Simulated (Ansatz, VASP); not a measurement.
# One calculation of SrO, two programs

```
Sr O
1.0
     0.00000    2.46938    2.46938
     2.46938    0.00000    2.46938
     2.46938    2.46938    0.00000
Sr O
1 1
Cartesian
  0.0000 0.0000 0.0000
  2.4694 2.4694 2.4694
```

Alike in both runs: task single point; functional PBE; k mesh 8 × 8 × 8; occupations gaussian, width 0.02 eV; no spin polarisation.

```csv
,VASP,Ansatz
version,VASP 6.6.1,Ansatz 0.2.0
potentials or method,"VASP PAW PBE potentials, release 64 (Sr_sv, O), cutoff 520 eV","scalar-relativistic, plane waves, PAW"
valence electrons in the cell,16,16
```

Ansatz gave:

```
gap on the k mesh at the Fermi level (eV) : 3.19
least direct gap on the mesh (eV)         : 3.19
pressure (GPa)                            : 18.0
```

Estimate VASP's values.

gap on the k mesh at the Fermi level (eV): 3.14; least direct gap on the mesh (eV): 3.14; pressure (GPa): 19.1.
